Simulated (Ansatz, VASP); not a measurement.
AlN: VASP beside Ansatz

File INCAR:

```
PREC = Accurate
ENCUT = 520
EDIFF = 1E-6
ISMEAR = 0
SIGMA = 0.05
LREAL = False
LASPH = True
NELM = 60
ALGO = Normal
ISIF = 2
LWAVE = False
LCHARG = True
GGA = PS
LELF = True
LVHAR = True
NBANDS = 11
```

Contents of KPOINTS:

```
Automatic mesh
0
Gamma
  10 10 10
```

Contents of POSCAR:

```
AlN
1.0
   -0.0606681610      2.0020493127      2.0020493127
    1.9616038720     -0.0202227203      1.9616038720
    2.0222720330      2.0222720330     -0.0808908813
Al N
1 1
Direct
    0.5000000000      0.5000000000      0.5000000000
    0.0000000000      0.0000000000      0.0000000000
```

Input for Ansatz:

```yaml
crystal:
  lattice:
    - [-0.060668161, 2.0020493127, 2.0020493127]
    - [1.961603872, -0.0202227203, 1.961603872]
    - [2.022272033, 2.022272033, -0.0808908813]
  atoms:
    - { symbol: Al, position: [0.5, 0.5, 0.5] }
    - { symbol: "N", position: [0.0, 0.0, 0.0] }
basis:
  ecutwfc: 520.0
kpoints:
  mp_grid: { grid: [10, 10, 10] }
hamiltonian:
  xc: pbesol
  pseudopotentials: { kind: paw, azcp: { folder: soft_1 } }
scf:
  occupations: { method: gaussian, width: 0.05 }
output:
  forces: true
  stress: true
  eigenvalues: true
  write_density: true
  write_potential: true
  elf: true
  volumetric_format: npy
```

Change from the starting cell: engineering shear strain xz -0.0600, engineering shear strain yz -0.0200.

Alike in both runs: task single point; functional PBEsol; k mesh 10 × 10 × 10; occupations gaussian, width 0.05 eV; no spin polarisation.

|  | VASP | Ansatz |
| --- | --- | --- |
| version | VASP 6.6.1 | Ansatz 0.2.0 |
| potentials or method | VASP PAW PBE potentials, release 64 (Al, N), cutoff 520 eV | scalar-relativistic, plane waves, PAW |
| valence electrons in the cell | 8 | 8 |

|  | VASP | Ansatz | Ansatz less VASP |
| --- | --- | --- | --- |
| gap on the k mesh at the Fermi level (eV) | 3.37 | 3.37 | +0.001 |
| least direct gap on the mesh (eV) | 5.06 | 5.04 | -0.018 |
| pressure (GPa) | 0.5 | 0.5 | -0.04 |
| traceless stress, the component that is largest in VASP (GPa) | 18.79 | 18.77 | -0.015 |

VASP's potentials were made for PBE, not for PBEsol, and Ansatz warns of the same on its side.
